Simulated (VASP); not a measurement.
Here is a VASP 6.6.1 calculation.

The input INCAR:

```
SYSTEM = Al
PREC = Accurate ; ENCUT = 520
EDIFF = 1E-6 ; ISMEAR = -1
SIGMA = 0.1 ; LREAL = .FALSE.
LASPH = .TRUE. ; NELM = 60
ALGO = Normal ; ISIF = 2
LWAVE = .FALSE. ; LCHARG = .FALSE.
NBANDS = 8
```

KPOINTS

```
regular mesh
0
G
  22 22 22
  0 0 0
```

Contents of POSCAR:

```
Al
1.0
    0.0000000000      2.0682836272      2.0682836272
    2.0682836272      0.0000000000      2.0682836272
    2.0682836272      2.0682836272      0.0000000000
Al
1
Direct
    0.0000000000      0.0000000000      0.0000000000
```

Potentials or basis: VASP PAW LDA potentials, release 64 (Al).

The run is started by

```bash
$ cat potpaw_LDA.64/Al/POTCAR > POTCAR
$ mpirun -np 1 vasp_std > vasp.out
```

Q: Predict the pressure.

A: -7.3 GPa.
